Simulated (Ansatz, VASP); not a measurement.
# Cd3W in VASP and in Ansatz

```xyz
4
Lattice="-2.0631 2.0631 4.5893 2.0631 -2.0631 4.5893 2.0631 2.0631 -4.5893" Properties=species:S:1:pos:R:3 pbc="T T T"
Cd    0.0000    0.0000    4.5893
Cd    2.0631    0.0000    2.2946
Cd    0.0000    2.0631    2.2946
W     0.0000    0.0000    0.0000
```

Alike in both runs: functional PBE; k mesh 6 × 6 × 6; occupations gaussian, width 0.1 eV; no spin polarisation.

Ansatz relaxed the structure, and its values are those at the end. VASP's run is a single point on that final structure, the one shown.

|  | VASP | Ansatz |
| --- | --- | --- |
| version | VASP 6.6.1 | Ansatz 0.2.0 |
| potentials or method | VASP PAW PBE potentials, release 64 (Cd, W_sv), cutoff 520 eV | scalar-relativistic, plane waves, PAW |
| valence electrons in the cell | 50 | 74 |

|  | VASP | Ansatz | Ansatz less VASP |
| --- | --- | --- | --- |
| gap on the k mesh at the Fermi level (eV) | none | none | - |
| pressure (GPa) | 0.5 | -0.1 | -0.58 |

A gap of «none» marks a metal or a gap that the smearing closes. With one functional, cell and mesh, what is left measures potentials, basis and numerics. VASP's potentials hold 50 valence electrons a cell and Ansatz's 74, so a difference there can come from the potentials and not from the codes.

Neither program's run includes spin-orbit coupling.
